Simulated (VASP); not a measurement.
# In (Im-3m) in VASP: a series of runs

Runs on In. Level: revPBE. Tasks: single point, relaxation of cell and atoms.

Program: VASP 6.6.1. These are calculated values, not measurements. Logs are shortened: lines on timing, memory, paths and dates and some standing lists are left out, and cuts for length are marked.

### 1 The cell of the first run

Symmetry: Im-3m, No. 229, cubic system. Conventional cell: a = 3.912 Å, b = 3.912 Å, c = 3.912 Å, α = 90.00°, β = 90.00°, γ = 90.00°. Within 4.5 Å of In (site symmetry m-3m) lie 14 In at 3.39 to 3.91 Å.

### 2 Single point, revPBE (volume scaled by 1.04)

File INCAR:

```
SYSTEM = In
PREC = Accurate ; ENCUT = 520
EDIFF = 1E-7 ; ISMEAR = -1
SIGMA = 0.1 ; LREAL = .FALSE.
LASPH = .TRUE. ; NELM = 60
ALGO = Normal ; ISIF = 2
LWAVE = .FALSE. ; LCHARG = .TRUE.
GGA = RE ; LELF = .TRUE.
LVHAR = .TRUE. ; NBANDS = 12
```

File KPOINTS:

```
regular mesh
0
G
  13 13 13
  0 0 0
```

File POSCAR:

```
In
1.0
   -1.9561882257      1.9561882257      1.9561882257
    1.9561882257     -1.9561882257      1.9561882257
    1.9561882257      1.9561882257     -1.9561882257
In
1
Direct
    0.0000000000      0.0000000000      0.0000000000
```

Potentials or basis: VASP PAW PBE potentials, release 64 (In_d).

Started as:

```bash
$ cat potpaw_PBE.64/In_d/POTCAR > POTCAR
$ mpirun -np 1 vasp_std > vasp.out
```

OUTCAR:

```text
SYSTEM = In
   PREC = Accurate
   ENCUT = 520
   EDIFF = 1E-7
   ISMEAR = -1
   LREAL = .FALSE.
   LASPH = .TRUE.
   NELM = 60
   ISIF = 2
   GGA = RE

 ion  position               nearest neighbor table
   1  0.000  0.000  0.000-

  LATTYP: Found a body centered cubic cell.
 ALAT       =     3.9123764514

  Lattice vectors:

 A1 = (  -1.9561882257,   1.9561882257,   1.9561882257)
 A2 = (   1.9561882257,  -1.9561882257,   1.9561882257)
 A3 = (   1.9561882257,   1.9561882257,  -1.9561882257)

Analysis of symmetry for initial positions (statically):
=====================================================================
 Subroutine PRICEL returns:
 Original cell was already a primitive cell.

 Routine SETGRP: Setting up the symmetry group for a
 body centered cubic supercell.

 Subroutine GETGRP returns: Found 48 space group operations
 (whereof 48 operations were pure point group operations)
 out of a pool of 48 trial point group operations.

The static configuration has the point symmetry O_h .

Analysis of symmetry for dynamics (positions and initial velocities):
=====================================================================
 Subroutine PRICEL returns:
 Original cell was already a primitive cell.

 Routine SETGRP: Setting up the symmetry group for a
 body centered cubic supercell.

 Subroutine GETGRP returns: Found 48 space group operations
 (whereof 48 operations were pure point group operations)
 out of a pool of 48 trial point group operations.

The dynamic configuration has the point symmetry O_h .

 Subroutine INISYM returns: Found 48 space group operations
 (whereof 48 operations are pure point group operations),
 and found     1 'primitive' translations

----------------------------------------------------------------------------------------

                                     Primitive cell

  volume of cell :      29.9428

  direct lattice vectors                    reciprocal lattice vectors
    -1.956188226  1.956188226  1.956188226     0.000000000  0.255599126  0.255599126
     1.956188226 -1.956188226  1.956188226     0.255599126  0.000000000  0.255599126
     1.956188226  1.956188226 -1.956188226     0.255599126  0.255599126  0.000000000

  length of vectors
     3.388217396  3.388217396  3.388217396     0.361471750  0.361471750  0.361471750

  position of ions in fractional coordinates (direct lattice)
     0.000000000  0.000000000  0.000000000

  ion indices of the primitive-cell ions
   primitive index   ion index
                 1           1

----------------------------------------------------------------------------------------

 KPOINTS: regular mesh

Automatic generation of k-mesh.
 Grid dimensions read from file:
 generate k-points for:   13   13   13

 Generating k-lattice:

  Cartesian coordinates                     Fractional coordinates (reciprocal lattice)
     0.000000000  0.019661471  0.019661471     0.076923077  0.000000000  0.000000000
     0.019661471  0.000000000  0.019661471     0.000000000  0.076923077  0.000000000
     0.019661471  0.019661471  0.000000000     0.000000000  0.000000000  0.076923077

  Length of vectors
     0.027805519  0.027805519  0.027805519

  Shift w.r.t. Gamma in fractional coordinates (k-lattice)
     0.000000000  0.000000000  0.000000000

 Subroutine IBZKPT returns following result:
 ===========================================

 Found     84 irreducible k-points:

 Following reciprocal coordinates:
            Coordinates               Weight
  0.000000  0.000000  0.000000      1.000000
  0.076923  0.000000  0.000000     12.000000
  0.153846  0.000000  0.000000     12.000000
  0.230769  0.000000  0.000000     12.000000
  0.307692  0.000000  0.000000     12.000000
  0.384615  0.000000  0.000000     12.000000
[... 16 lines left out ...]
  0.153846  0.076923  0.076923     24.000000
  0.230769  0.076923  0.076923     24.000000
 [... further k-points ...]
   k-points           NKPTS =     84   k-points in BZ     NKDIM =     84   number of bands    NBANDS=     12
   number of dos      NEDOS =    301   number of ions     NIONS =      1
   total plane-waves  NPLWV =  21952
   dimension x,y,z NGX =    28 NGY =   28 NGZ =   28
   dimension x,y,z NGXF=    56 NGYF=   56 NGZF=   56
   ions per type =               1
   NGX,Y,Z   is equivalent  to a cutoff of  13.74, 13.74, 13.74 a.u.
   NGXF,Y,Z  is equivalent  to a cutoff of  27.48, 27.48, 27.48 a.u.
 SYSTEM =  In
   PREC   = accura    normal or accurate (medium, high low for compatibility)
   ISTART =      0    job   : 0-new  1-cont  2-samecut
   ICHARG =      2    charge: 1-file 2-atom 10-const
   ISPIN  =      1    spin polarized calculation?
   LNONCOLLINEAR =      F non collinear calculations
   LSORBIT =      F    spin-orbit coupling
   LASPH  =      T    aspherical Exc in radial PAW
   ENCUT  =  520.0 eV  38.22 Ry    6.18 a.u.   6.30  6.30  6.30*2*pi/ulx,y,z
   NELM   =     60;   NELMIN=  2; NELMDL= -5     # of ELM steps
   EDIFF  = 0.1E-06   stopping-criterion for ELM
   LREAL  =      F    real-space projection
   EDIFFG = 0.1E-05   stopping-criterion for IOM
   NSW    =      0    number of steps for IOM
   IBRION =     -1    ionic relax: 0-MD 1-quasi-New 2-CG
   NFREE  =      0    steps in history (QN), initial steepest desc. (CG)
   ISIF   =      2    stress and relaxation
   ISYM   =      2    0-nonsym 1-usesym 2-fastsym
   POTIM  = 0.5000    time-step for ionic-motion
   TEBEG  =    0.0;   TEEND  =   0.0 temperature during run
   PSTRESS=    0.0 pullay stress
   NELECT =      13.0000    total number of electrons
   NUPDOWN=      -1.0000    fix difference up-down
   EMIN   =  10.00;   EMAX   =-10.00  energy-range for DOS
   EFERMI =   0.00;   METHOD = LEGACY
   ISMEAR =    -1;   SIGMA  =   0.10  broadening in eV -4-tet -1-fermi 0-gaus
   EFERMI_NEDOS =   21; number of points for ismear=-14 and -15
   IALGO  =     38    algorithm
   IMIX   =      4    mixing-type and parameters
     AMIX     =   0.40;   BMIX     =  1.00
     AMIX_MAG =   1.60;   BMIX_MAG =  1.00
  volume/ion in A,a.u.               =      29.94       202.06
  Fermi-wavevector in a.u.,A,eV,Ry     =   1.239630  2.342560 20.907826  1.536682
  Thomas-Fermi vector in A             =   2.374105
   LORBIT       =      0    0 simple, 1 ext, 2 COOP (PROOUT), +10 PAW based schemes
   GGA     = RE    functional components
   LHFCALC =     F    Hartree Fock is set to
   AEXX    =    0.0000 exact exchange contribution
   IVDW    =     0    specifies the selected vdW correction
   LEPSILON=     F    determine dielectric tensor
   LRPA    =     F    only Hartree local field effects (RPA)
 non-spin polarized calculation
  energy-cutoff  :      520.00
  volume of cell :       29.94
 maximum number of plane-waves:       821
 NGX is ok and might be reduce to    28
   NGX = 13   NGY = 13   NGZ = 13

 number of electron      12.9999992 magnetization

 Free energy of the ion-electron system (eV)
  ---------------------------------------------------
  ext. energy  EPLUGINS =         0.00000000
  ---------------------------------------------------
  free energy    TOTEN  =        -2.25521232 eV

  energy without entropy =       -2.23712386  energy(sigma->0) =       -2.24616809

 E-fermi :   6.1853     XC(G=0):  -9.5574

 val. band max:        6.1032279869   @ k =  -0.4615  -0.4615   0.3077
 cond. band min:       6.1966526557   @ k =  -0.3846   0.3846   0.1538
 fundamental gap:      0.0934246688
 Fermi energy:         6.1853250590

 k-point     1 :       0.0000    0.0000    0.0000
  band No.  band energies     occupation
      1      -8.4137      2.00000
      2      -8.4137      2.00000
      3      -8.4137      2.00000
      4      -8.2198      2.00000
      5      -8.2198      2.00000
      6      -2.4676      2.00000
      7      15.9490      0.00000
      8      15.9490      0.00000
      9      15.9490      0.00000
     10      18.7286      0.00000
     11      18.7286      0.00000
     12      18.7286      0.00000

 k-point     2 :       0.0769    0.0000    0.0000
  band No.  band energies     occupation
      1      -8.4179      2.00000
      2      -8.4091      2.00000
      3      -8.3964      2.00000
      4      -8.2244      2.00000
      5      -8.2201      2.00000
      6      -2.3444      2.00000
      7      14.7949      0.00000
      8      15.4173      0.00000
      9      15.7228      0.00000
     10      17.7687      0.00000
     11      18.1100      0.00000
     12      18.5316      0.00000

 k-point     3 :       0.1538    0.0000    0.0000
  band No.  band energies     occupation
      1      -8.4297      2.00000
      2      -8.3988      2.00000
      3      -8.3480      2.00000
      4      -8.2356      2.00000
      5      -8.2208      2.00000
      6      -1.9732      2.00000
      7      12.4945      0.00000
      8      14.3802      0.00000
      9      15.1149      0.00000
     10      16.9261      0.00000
     11      17.2861      0.00000
     12      18.5862      0.00000

 k-point     4 :       0.2308    0.0000    0.0000
  band No.  band energies     occupation
      1      -8.4463      2.00000
      2      -8.3923      2.00000
      3      -8.2787      2.00000
      4      -8.2454      2.00000
      5      -8.2217      2.00000
      6      -1.3501      2.00000
      7      10.0824      0.00000
      8      13.3483      0.00000
      9      14.3849      0.00000
     10      16.2894      0.00000
     11      16.6066      0.00000
     12      19.0844      0.00000

 k-point     5 :       0.3077    0.0000    0.0000
  band No.  band energies     occupation
      1      -8.4639      2.00000
      2      -8.3981      2.00000
      3      -8.2453      2.00000
      4      -8.2225      2.00000
      5      -8.2038      2.00000
      6      -0.4744      2.00000
      7       7.8015      0.00000
      8      12.4947      0.00000
      9      13.7444      0.00000
     10      15.8254      0.00000
     11      16.0988      0.00000
     12      19.8983      0.00000

 k-point     6 :       0.3846    0.0000    0.0000
  band No.  band energies     occupation
      1      -8.4784      2.00000
      2      -8.4121      2.00000
      3      -8.2377      2.00000
      4      -8.2230      2.00000
      5      -8.1406      2.00000
      6       0.6431      2.00000
      7       5.7280      1.97957
      8      11.8930      0.00000
      9      13.2867      0.00000
     10      15.5255      0.00000
     11      15.7630      0.00000
     12      20.9044      0.00000

 k-point     7 :       0.4615    0.0000    0.0000
  band No.  band energies     occupation
      1      -8.4866      2.00000
      2      -8.4228      2.00000
      3      -8.2313      2.00000
      4      -8.2233      2.00000
      5      -8.1044      2.00000
      6       1.9167      2.00000
      7       3.9720      2.00000
      8      11.5826      0.00000
      9      13.0506      0.00000
     10      15.3792      0.00000
     11      15.5961      0.00000
     12      21.8284      0.00000

 k-point     8 :       0.0769    0.0769    0.0000
  band No.  band energies     occupation
      1      -8.4202      2.00000
      2      -8.4085      2.00000
      3      -8.3623      2.00000
      4      -8.2325      2.00000
      5      -8.2207      2.00000
      6      -2.0972      2.00000
      7      13.3893      0.00000
      8      14.3028      0.00000
      9      15.0755      0.00000
     10      17.5365      0.00000
     11      17.6269      0.00000
     12      18.6764      0.00000
[... 166 lines left out ...]
 k-point    20 :       0.3846    0.2308    0.0000
  band No.  band energies     occupation
      1      -8.4526      2.00000
      2      -8.3510      2.00000
      3      -8.2599      2.00000
      4      -8.2261      2.00000
      5      -8.1620      2.00000
      6       2.9414      2.00000
      7       4.4743      2.00000
      8       7.3254      0.00002
      9      11.9128      0.00000
     10      17.3607      0.00000
     11      19.8496      0.00000
     12      20.2155      0.00000

 k-point    21 :       0.3077    0.3077    0.0000
  band No.  band energies     occupation
      1      -8.4483      2.00000
      2      -8.3202      2.00000
      3      -8.2802      2.00000
      4      -8.2162      2.00000
      5      -8.1835      2.00000
      6       3.0896      2.00000
      7       5.2342      1.99985
      8       6.0779      1.49069
      9      11.8247      0.00000
     10      18.4279      0.00000
     11      18.7418      0.00000
     12      19.9863      0.00000

 k-point    22 :       0.0769    0.0769    0.0769
  band No.  band energies     occupation
      1      -8.4210      2.00000
      2      -8.4210      2.00000
      3      -8.3114      2.00000
      4      -8.2296      2.00000
      5      -8.2296      2.00000
      6      -1.7240      2.00000
      7      11.8975      0.00000
      8      13.3970      0.00000
      9      13.3970      0.00000
     10      18.1808      0.00000
     11      18.1808      0.00000
     12      19.4128      0.00000

 k-point    23 :       0.1538    0.0769    0.0769
  band No.  band energies     occupation
      1      -8.4375      2.00000
      2      -8.4107      2.00000
      3      -8.2563      2.00000
      4      -8.2380      2.00000
      5      -8.2265      2.00000
      6      -1.0993      2.00000
      7      10.0247      0.00000
      8      11.8773      0.00000
      9      12.5685      0.00000
     10      18.2474      0.00000
     11      18.5106      0.00000
     12      19.5545      0.00000

 k-point    24 :       0.2308    0.0769    0.0769
  band No.  band energies     occupation
      1      -8.4537      2.00000
      2      -8.4019      2.00000
      3      -8.2427      2.00000
      4      -8.2244      2.00000
      5      -8.2010      2.00000
      6      -0.2246      2.00000
      7       7.9305      0.00000
      8      10.9101      0.00000
      9      11.9141      0.00000
     10      17.9017      0.00000
     11      18.2542      0.00000
     12      20.2104      0.00000

 [... further k-points ...]
[... 5 lines left out ...]
  --------------------------------------------------------------------------------------
  -------------------------------------------------------------------------------------
  Total       -0.2201112     -0.2201112     -0.2201112     -0.0000000      0.0000000     -0.0000000
  in kB      -11.7777102    -11.7777102    -11.7777102     -0.0000000      0.0000000     -0.0000000
  external PRESSURE =     -11.7777102 kB  Pullay stress =       0.0000000 kB

 VOLUME and BASIS-vectors are now :
 -----------------------------------------------------------------------------
  energy-cutoff  :      520.00
  volume of cell :       29.94
      direct lattice vectors                 reciprocal lattice vectors
    -1.956188226  1.956188226  1.956188226     0.000000000  0.255599126  0.255599126
     1.956188226 -1.956188226  1.956188226     0.255599126  0.000000000  0.255599126
     1.956188226  1.956188226 -1.956188226     0.255599126  0.255599126  0.000000000

 POSITION                                       TOTAL-FORCE (eV/Angst)
 -----------------------------------------------------------------------------------
      0.00000      0.00000      0.00000         0.000000     -0.000000     -0.000000
 -----------------------------------------------------------------------------------
    total drift:                               -0.000000     -0.000000     -0.000000

  FREE ENERGIE OF THE ION-ELECTRON SYSTEM (eV)
  ---------------------------------------------------
  free  energy   TOTEN  =        -2.2552123229 eV

  energy  without entropy=       -2.2371238567  energy(sigma->0) =       -2.24616809
```

It took 81 s on 1 thread of Intel Xeon 8259CL, shared host; peak memory 0.17 GiB.

What came out:

| Quantity | Value |
| --- | --- |
| Free energy | -2.2552 eV |
| Pressure | -1.2 GPa |

Caveat: the cell differs from its parent crystal (volume scaled by 1.04); the PAW data sets were made with another functional, which shifts forces and pressure a little; spin-orbit coupling is left out, which moves the levels of the heavy elements.

### 3 Single point, revPBE (volume scaled by 1.08)

File INCAR:

```
SYSTEM = In
ALGO     = Normal         ! electronic algorithm
EDIFF    = 1E-6           ! SCF threshold, eV
ENCUT    = 520            ! plane-wave cutoff, eV
GGA      = RE             ! functional
ISIF     = 2              ! what is computed and relaxed
ISMEAR   = -1             ! smearing method
LASPH    = .True.         ! aspherical terms in the spheres
LCHARG   = .True.         ! write CHGCAR
LELF     = .True.         ! ELF
LREAL    = .False.        ! projectors in reciprocal space
LVHAR    = .True.       
LWAVE    = .False.        ! write WAVECAR
NBANDS   = 12             ! bands
NELM     = 80             ! most SCF steps
PREC     = Accurate       ! precision mode
SIGMA    = 0.1            ! smearing width, eV
```

File KPOINTS:

```
k-points
0
Gamma
  13 13 13
  0 0 0
```

File POSCAR:

```
In
1.0
   -1.9809527310      1.9809527310      1.9809527310
    1.9809527310     -1.9809527310      1.9809527310
    1.9809527310      1.9809527310     -1.9809527310
In
1
Direct
    0.0000000000      0.0000000000      0.0000000000
```

Potentials or basis: VASP PAW PBE potentials, release 64 (In_d).

Started as:

```bash
$ cat potpaw_PBE.64/In_d/POTCAR > POTCAR
$ mpirun -np 1 vasp_std > vasp.out
```

Wall time 70 s (1 thread of Intel Xeon 8259CL, shared host); peak memory 0.17 GiB.

Results (log left out):

```
Free energy : -2.2442 eV
Pressure    : -2.0 GPa
```

Levels at points of the mesh, in eV from the Fermi level:
| k point | band 3 | band 4 | band 5 | band 6 | band 7 | band 8 | band 9 | band 10 |
| --- | --- | --- | --- | --- | --- | --- | --- | --- |
| (0.00, 0.00, 0.00) | -14.58 | -14.40 | -14.40 | -8.43 | 9.40 | 9.40 | 9.40 | 12.41 |

Caveat: the cell differs from its parent crystal (volume scaled by 1.08); the PAW data sets were made with another functional, which shifts forces and pressure a little; spin-orbit coupling is left out, which moves the levels of the heavy elements.

### 4 Relaxation of cell and atoms, revPBE

This run uses another cell than the first one, of 26.14 Å³/atom, 0.873 times its volume.

File INCAR:

```
ALGO = Normal ; EDIFF = 1E-6
EDIFFG = -0.01 ; ENCUT = 600
GGA = RE ; IBRION = 2
ISIF = 3 ; ISMEAR = -1
LASPH = T ; LCHARG = F
LREAL = F ; LWAVE = F
NELM = 80 ; NSW = 80
PREC = Accurate ; SIGMA = 0.1
```

File KPOINTS:

```
k-points
0
Gamma
  12 12 12
```

File POSCAR:

```
In
1.0
   -1.8696844469      1.8696844469      1.8696844469
    1.8696844469     -1.8696844469      1.8696844469
    1.8696844469      1.8696844469     -1.8696844469
In
1
Direct
    0.0000000000      0.0000000000      0.0000000000
```

Started as:

```bash
$ cat potpaw_PBE.64/In_d/POTCAR > POTCAR
$ mpirun -np 1 vasp_std > vasp.out
```

Run time: 2 min. Hardware: 1 thread of Intel Xeon 8259CL, shared host; peak memory 0.18 GiB.

It converged, with:

| Item | Value |
| --- | --- |
| Free energy | -2.2556 eV |
| Relaxed volume | 28.78 Å³/atom |
| Relaxed cell | a = 3.344 Å, b = 3.344 Å, c = 3.344 Å, α = 109.47°, β = 109.47°, γ = 109.47° |
| Space group after relaxing (to 0.05 Å) | Im-3m (No. 229) |
| Energy gained by relaxing | 27.8 meV/atom |
| Ionic steps | 3 |
| Pressure after relaxing | 0.0 GPa |

Step by step:
| step | energy change (eV) | largest force (eV/Å) | pressure (GPa) | volume (Å³) |
| --- | --- | --- | --- | --- |
| 1 | 0.0000 | 0.0000 | 3.72 | 26.14 |
| 2 | -0.0276 | 0.0000 | 0.28 | 28.51 |
| 3 | -0.0278 | 0.0000 | -0.02 | 28.78 |

Final structure:
```yaml
crystal:
  lattice:
    - [-1.93061, 1.93061, 1.93061]
    - [1.93061, -1.93061, 1.93061]
    - [1.93061, 1.93061, -1.93061]
  atoms:
    - { symbol: In, position: [0.00000, 0.00000, 0.00000] }
```

Levels at points of the mesh, in eV from the Fermi level:
```tsv
k point	band 4	band 5	band 6	band 7	band 8	band 9
(0.00, 0.00, 0.00)	-14.43	-14.43	-8.92	10.14	10.14	10.14
(0.50, 0.00, 0.00)	-14.43	-14.30	-3.91	-2.83	5.51	6.97
(0.50, 0.50, 0.50)	-14.33	-14.33	0.42	1.26	1.26	1.26
```

Caveat: the PAW data sets were made with another functional, which shifts forces and pressure a little; spin-orbit coupling is left out, which moves the levels of the heavy elements.

### 5 The runs side by side

```tsv
task	cell	k mesh	cutoff (eV)	gap on the mesh (eV)	pressure (GPa)
single point	a = 3.388 Å, angles 109.5°, 1 atom	13 × 13 × 13	520	none	-1.2
single point	a = 3.431 Å, angles 109.5°, 1 atom	13 × 13 × 13	520	none	-2.0
relaxation of cell and atoms	relaxed from a = 3.238 Å, angles 109.5°, 1 atom	12 × 12 × 12	600	none	0.0
```

Alike in all rows: level revPBE; potentials or basis VASP PAW PBE potentials, release 64 (In_d); no spin polarisation; smearing fermi-dirac 0.1 eV.

Caveats: the PAW data sets were made with another functional, which shifts forces and pressure a little; spin-orbit coupling is left out, which moves the levels of the heavy elements.

Total energies depend on the potentials used, so only differences within one code and one set of settings carry meaning.
